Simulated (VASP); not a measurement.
# Na (Fm-3m) in VASP: further runs

Aim: see how the results for Na move with the level of theory and the settings. Levels: PBE, r2SCAN. Tasks: single point.

Everything below comes from runs of VASP 6.6.1. Logs are shortened: lines on timing, memory, paths and dates and some standing lists are left out, and cuts for length are marked.

### Step 1. The cell of the first run

The structure is cubic, space group Fm-3m (No. 225). Conventional cell: a = 5.322 Å, b = 5.322 Å, c = 5.322 Å, α = 90.00°, β = 90.00°, γ = 90.00°. Within 4.9 Å of Na (site symmetry m-3m) lie 12 Na at 3.76 Å.

### Step 2. Single point, PBE

Input file INCAR:

```
  PREC = Accurate
  ENCUT = 520
  EDIFF = 1E-7
  ISMEAR = 0
  SIGMA = 0.05
  LREAL = F
  LASPH = T
  NELM = 60
  ALGO = Normal
  ISIF = 2
  LWAVE = F
  LCHARG = F
  GGA = PE
  NBANDS = 10
```

Input file KPOINTS:

```
Automatic mesh
0
Gamma
  6 6 6
```

Input file POSCAR:

```
Na
1.0
    0.0000000000      2.6611756821      2.6611756821
    2.6611756821      0.0000000000      2.6611756821
    2.6611756821      2.6611756821      0.0000000000
Na
1
Direct
    0.0000000000      0.0000000000      0.0000000000
```

Potentials or basis: VASP PAW PBE potentials, release 64 (Na_pv).

Command:

```console
$ cat potpaw_PBE.64/Na_pv/POTCAR > POTCAR
$ mpirun -np 1 vasp_std > vasp.out
```

OUTCAR:

```text
PREC = Accurate
   ENCUT = 520
   EDIFF = 1E-7
   ISMEAR = 0
   LREAL = F
   LASPH = T
   NELM = 60
   ISIF = 2
   GGA = PE

 ion  position               nearest neighbor table
   1  0.000  0.000  0.000-

  LATTYP: Found a face centered cubic cell.
 ALAT       =     5.3223513642

  Lattice vectors:

 A1 = (   0.0000000000,   2.6611756821,   2.6611756821)
 A2 = (   2.6611756821,   0.0000000000,   2.6611756821)
 A3 = (   2.6611756821,   2.6611756821,   0.0000000000)

Analysis of symmetry for initial positions (statically):
=====================================================================
 Subroutine PRICEL returns:
 Original cell was already a primitive cell.

 Routine SETGRP: Setting up the symmetry group for a
 face centered cubic supercell.

 Subroutine GETGRP returns: Found 48 space group operations
 (whereof 48 operations were pure point group operations)
 out of a pool of 48 trial point group operations.

The static configuration has the point symmetry O_h .

Analysis of symmetry for dynamics (positions and initial velocities):
=====================================================================
 Subroutine PRICEL returns:
 Original cell was already a primitive cell.

 Routine SETGRP: Setting up the symmetry group for a
 face centered cubic supercell.

 Subroutine GETGRP returns: Found 48 space group operations
 (whereof 48 operations were pure point group operations)
 out of a pool of 48 trial point group operations.

The dynamic configuration has the point symmetry O_h .

 Subroutine INISYM returns: Found 48 space group operations
 (whereof 48 operations are pure point group operations),
 and found     1 'primitive' translations

----------------------------------------------------------------------------------------

                                     Primitive cell

  volume of cell :      37.6921

  direct lattice vectors                    reciprocal lattice vectors
     0.000000000  2.661175682  2.661175682    -0.187886881  0.187886881  0.187886881
     2.661175682  0.000000000  2.661175682     0.187886881 -0.187886881  0.187886881
     2.661175682  2.661175682  0.000000000     0.187886881  0.187886881 -0.187886881

  length of vectors
     3.763470741  3.763470741  3.763470741     0.325429625  0.325429625  0.325429625

  position of ions in fractional coordinates (direct lattice)
     0.000000000  0.000000000  0.000000000

  ion indices of the primitive-cell ions
   primitive index   ion index
                 1           1

----------------------------------------------------------------------------------------

 KPOINTS: Automatic mesh

Automatic generation of k-mesh.
 Grid dimensions read from file:
 generate k-points for:    6    6    6

 Generating k-lattice:

  Cartesian coordinates                     Fractional coordinates (reciprocal lattice)
    -0.031314480  0.031314480  0.031314480     0.166666667  0.000000000  0.000000000
     0.031314480 -0.031314480  0.031314480     0.000000000  0.166666667  0.000000000
     0.031314480  0.031314480 -0.031314480     0.000000000  0.000000000  0.166666667

  Length of vectors
     0.054238271  0.054238271  0.054238271

  Shift w.r.t. Gamma in fractional coordinates (k-lattice)
     0.000000000  0.000000000  0.000000000

 Subroutine IBZKPT returns following result:
 ===========================================

 Found     16 irreducible k-points:

 Following reciprocal coordinates:
            Coordinates               Weight
  0.000000  0.000000  0.000000      1.000000
  0.166667  0.000000  0.000000      8.000000
  0.333333  0.000000  0.000000      8.000000
  0.500000  0.000000  0.000000      4.000000
  0.166667  0.166667  0.000000      6.000000
  0.333333  0.166667  0.000000     24.000000
[... 8 lines left out ...]
 -0.333333  0.333333  0.166667     24.000000
 -0.333333  0.500000  0.166667     12.000000
   k-points           NKPTS =     16   k-points in BZ     NKDIM =     16   number of bands    NBANDS=     10
   number of dos      NEDOS =    301   number of ions     NIONS =      1
   total plane-waves  NPLWV =  21952
   dimension x,y,z NGX =    28 NGY =   28 NGZ =   28
   dimension x,y,z NGXF=    56 NGYF=   56 NGZF=   56
   ions per type =               1
   NGX,Y,Z   is equivalent  to a cutoff of  12.37, 12.37, 12.37 a.u.
   NGXF,Y,Z  is equivalent  to a cutoff of  24.74, 24.74, 24.74 a.u.
 SYSTEM =  unknown system
   PREC   = accura    normal or accurate (medium, high low for compatibility)
   ISTART =      0    job   : 0-new  1-cont  2-samecut
   ICHARG =      2    charge: 1-file 2-atom 10-const
   ISPIN  =      1    spin polarized calculation?
   LNONCOLLINEAR =      F non collinear calculations
   LSORBIT =      F    spin-orbit coupling
   LASPH  =      T    aspherical Exc in radial PAW
   ENCUT  =  520.0 eV  38.22 Ry    6.18 a.u.   7.00  7.00  7.00*2*pi/ulx,y,z
   NELM   =     60;   NELMIN=  2; NELMDL= -5     # of ELM steps
   EDIFF  = 0.1E-06   stopping-criterion for ELM
   LREAL  =      F    real-space projection
   EDIFFG = 0.1E-05   stopping-criterion for IOM
   NSW    =      0    number of steps for IOM
   IBRION =     -1    ionic relax: 0-MD 1-quasi-New 2-CG
   NFREE  =      0    steps in history (QN), initial steepest desc. (CG)
   ISIF   =      2    stress and relaxation
   ISYM   =      2    0-nonsym 1-usesym 2-fastsym
   POTIM  = 0.5000    time-step for ionic-motion
   TEBEG  =    0.0;   TEEND  =   0.0 temperature during run
   PSTRESS=    0.0 pullay stress
   NELECT =       7.0000    total number of electrons
   NUPDOWN=      -1.0000    fix difference up-down
   EMIN   =  10.00;   EMAX   =-10.00  energy-range for DOS
   EFERMI =   0.00;   METHOD = LEGACY
   ISMEAR =     0;   SIGMA  =   0.05  broadening in eV -4-tet -1-fermi 0-gaus
   EFERMI_NEDOS =   21; number of points for ismear=-14 and -15
   IALGO  =     38    algorithm
   IMIX   =      4    mixing-type and parameters
     AMIX     =   0.40;   BMIX     =  1.00
     AMIX_MAG =   1.60;   BMIX_MAG =  1.00
  volume/ion in A,a.u.               =      37.69       254.36
  Fermi-wavevector in a.u.,A,eV,Ry     =   0.934022  1.765046 11.869694  0.872398
  Thomas-Fermi vector in A             =   2.060784
   LORBIT       =      0    0 simple, 1 ext, 2 COOP (PROOUT), +10 PAW based schemes
   GGA     = PE    functional components
   LHFCALC =     F    Hartree Fock is set to
   AEXX    =    0.0000 exact exchange contribution
   IVDW    =     0    specifies the selected vdW correction
   LEPSILON=     F    determine dielectric tensor
   LRPA    =     F    only Hartree local field effects (RPA)
 non-spin polarized calculation
 Gauss-broadening in eV      SIGMA  =   0.05
  energy-cutoff  :      520.00
  volume of cell :       37.69
 maximum number of plane-waves:      1032
   NGX = 13   NGY = 13   NGZ = 13

 number of electron       6.9999993 magnetization

 Free energy of the ion-electron system (eV)
  ---------------------------------------------------
  ext. energy  EPLUGINS =         0.00000000
  ---------------------------------------------------
  free energy    TOTEN  =        -1.29893476 eV

  energy without entropy =       -1.29668102  energy(sigma->0) =       -1.29780789

 E-fermi :   0.0326     XC(G=0):  -6.4586

 val. band max:        0.0038805532   @ k =   0.5000   0.3333   0.1667
 cond. band min:       0.5703370987   @ k =   0.5000   0.1667   0.0000
 fundamental gap:      0.5664565455
 Fermi energy:         0.0325968429

 k-point     1 :       0.0000    0.0000    0.0000
  band No.  band energies     occupation
      1     -24.6286      2.00000
      2     -24.6286      2.00000
      3     -24.6286      2.00000
      4      -2.9628      2.00000
      5      11.2752      0.00000
      6      11.2752      0.00000
      7      11.2752      0.00000
      8      12.3613      0.00000
      9      12.7995      0.00000
     10      12.7996      0.00000

 k-point     2 :       0.1667    0.0000    0.0000
  band No.  band energies     occupation
      1     -24.6369      2.00000
      2     -24.6298      2.00000
      3     -24.6298      2.00000
      4      -2.5070      2.00000
      5       7.6552      0.00000
      6      10.6791      0.00000
      7      10.6791      0.00000
      8      11.9516      0.00000
      9      13.7973      0.00000
     10      13.7973      0.00000

 k-point     3 :       0.3333    0.0000    0.0000
  band No.  band energies     occupation
      1     -24.6534      2.00000
      2     -24.6321      2.00000
      3     -24.6321      2.00000
      4      -1.1628      2.00000
      5       3.9983      0.00000
      6      10.2915      0.00000
      7      10.2915      0.00000
      8      11.4328      0.00000
      9      12.1107      0.00000
     10      12.1107      0.00000

 k-point     4 :       0.5000    0.0000    0.0000
  band No.  band energies     occupation
      1     -24.6615      2.00000
      2     -24.6332      2.00000
      3     -24.6332      2.00000
      4       0.8346      0.00000
      5       1.2253      0.00000
      6      10.3220      0.00000
      7      10.3220      0.00000
      8      11.3338      0.00000
      9      11.3338      0.00000
     10      11.3900      0.00000
[... 118 lines left out ...]
 k-point    14 :       0.5000    0.3333    0.1667
  band No.  band energies     occupation
      1     -24.6531      2.00000
      2     -24.6420      2.00000
      3     -24.6361      2.00000
      4       0.0039      1.58333
      5       4.7117      0.00000
      6       5.4732      0.00000
      7       7.1230      0.00000
      8      11.3375      0.00000
      9      12.7456      0.00000
     10      13.5890      0.00000

 k-point    15 :      -0.3333    0.3333    0.1667
  band No.  band energies     occupation
      1     -24.6542      2.00000
      2     -24.6460      2.00000
      3     -24.6379      2.00000
      4       1.9218      0.00000
      5       2.3655      0.00000
      6       5.2231      0.00000
      7       6.2145      0.00000
      8      12.2964      0.00000
      9      12.3303      0.00000
     10      15.4072      0.00000

 k-point    16 :      -0.3333    0.5000    0.1667
  band No.  band energies     occupation
      1     -24.6549      2.00000
      2     -24.6455      2.00000
      3     -24.6409      2.00000
      4       2.5659      0.00000
      5       3.0625      0.00000
      6       4.1694      0.00000
      7       5.3881      0.00000
      8      10.8061      0.00000
      9      12.2350      0.00000
     10      15.7577      0.00000

------------------------ aborting loop because EDIFF is reached ----------------------------------------

  FORCE on cell =-STRESS in cart. coord.  units (eV):
  Direction    XX          YY          ZZ          XY          YZ          ZX
  --------------------------------------------------------------------------------------
  -------------------------------------------------------------------------------------
  Total       -0.0233089     -0.0233089     -0.0233089     -0.0000000     -0.0000000     -0.0000000
  in kB       -0.9907887     -0.9907887     -0.9907887     -0.0000000     -0.0000000     -0.0000000
  external PRESSURE =      -0.9907887 kB  Pullay stress =       0.0000000 kB

 VOLUME and BASIS-vectors are now :
 -----------------------------------------------------------------------------
  energy-cutoff  :      520.00
  volume of cell :       37.69
      direct lattice vectors                 reciprocal lattice vectors
     0.000000000  2.661175682  2.661175682    -0.187886881  0.187886881  0.187886881
     2.661175682  0.000000000  2.661175682     0.187886881 -0.187886881  0.187886881
     2.661175682  2.661175682  0.000000000     0.187886881  0.187886881 -0.187886881

 POSITION                                       TOTAL-FORCE (eV/Angst)
 -----------------------------------------------------------------------------------
      0.00000      0.00000      0.00000         0.000000     -0.000000      0.000000
 -----------------------------------------------------------------------------------
    total drift:                               -0.000000     -0.000000     -0.000000

  FREE ENERGIE OF THE ION-ELECTRON SYSTEM (eV)
  ---------------------------------------------------
  free  energy   TOTEN  =        -1.2989347590 eV

  energy  without entropy=       -1.2966810188  energy(sigma->0) =       -1.29780789
```

Run time: 5.5 s. Hardware: 1 thread of AMD EPYC 7R43 (Zen 3), shared host; peak memory 0.11 GiB.

Results:

| Property | Result |
| --- | --- |
| Free energy | -1.2989 eV |
| Pressure | -0.1 GPa |

Levels at points of the mesh, in eV from the Fermi level:
| k point | band 1 | band 2 | band 3 | band 4 | band 5 | band 6 | band 7 | band 8 | band 9 |
| --- | --- | --- | --- | --- | --- | --- | --- | --- | --- |
| (0.00, 0.00, 0.00) | -24.66 | -24.66 | -24.66 | -3.00 | 11.24 | 11.24 | 11.24 | 12.33 | 12.77 |
| (0.50, 0.00, 0.00) | -24.69 | -24.67 | -24.67 | 0.80 | 1.19 | 10.29 | 10.29 | 11.30 | 11.30 |
| (0.50, 0.50, 0.00) | -24.69 | -24.67 | -24.67 | 2.00 | 2.54 | 6.47 | 7.31 | 7.31 | 9.21 |

### Step 3. Single point, PBE

This run uses another cell than the first one, of 37.21 Å³/atom, 0.987 times its volume.

Input file INCAR:

```
ALGO = Normal
EDIFF = 1E-6
ENCUT = 520
GGA = PE
ISIF = 2
ISMEAR = 0
LASPH = T
LCHARG = T
LELF = T
LREAL = F
LVHAR = T
LWAVE = F
NBANDS = 10
NELM = 60
PREC = Accurate
SIGMA = 0.05
```

Input file KPOINTS:

```
k-points
0
Gamma
  6 6 6
```

Input file POSCAR:

```
Na
1.0
    0.0000000000      2.6498349237      2.6498349237
    2.6498349237      0.0000000000      2.6498349237
    2.6498349237      2.6498349237      0.0000000000
Na
1
Direct
    0.0000000000      0.0000000000      0.0000000000
```

Potentials or basis: VASP PAW PBE potentials, release 64 (Na_pv).

Command:

```console
$ cat potpaw_PBE.64/Na_pv/POTCAR > POTCAR
$ mpirun -np 1 vasp_std > vasp.out
```

It took 5.5 s on 1 thread of AMD EPYC 7R43 (Zen 3), shared host; peak memory 0.11 GiB.

Results (log left out):

```yaml
Free_energy: -1.2991 eV
Pressure: 0.0 GPa
```

Levels at points of the mesh, in eV from the Fermi level:
| k point | band 2 | band 3 | band 4 | band 5 | band 6 | band 7 |
| --- | --- | --- | --- | --- | --- | --- |
| (0.00, 0.00, 0.00) | -24.65 | -24.65 | -3.02 | 11.32 | 11.32 | 11.32 |
| (0.50, 0.00, 0.00) | -24.65 | -24.65 | 0.80 | 1.21 | 10.36 | 10.36 |
| (0.50, 0.50, 0.00) | -24.66 | -24.66 | 2.02 | 2.56 | 6.51 | 7.37 |

(Continued in part 2 of 2.)
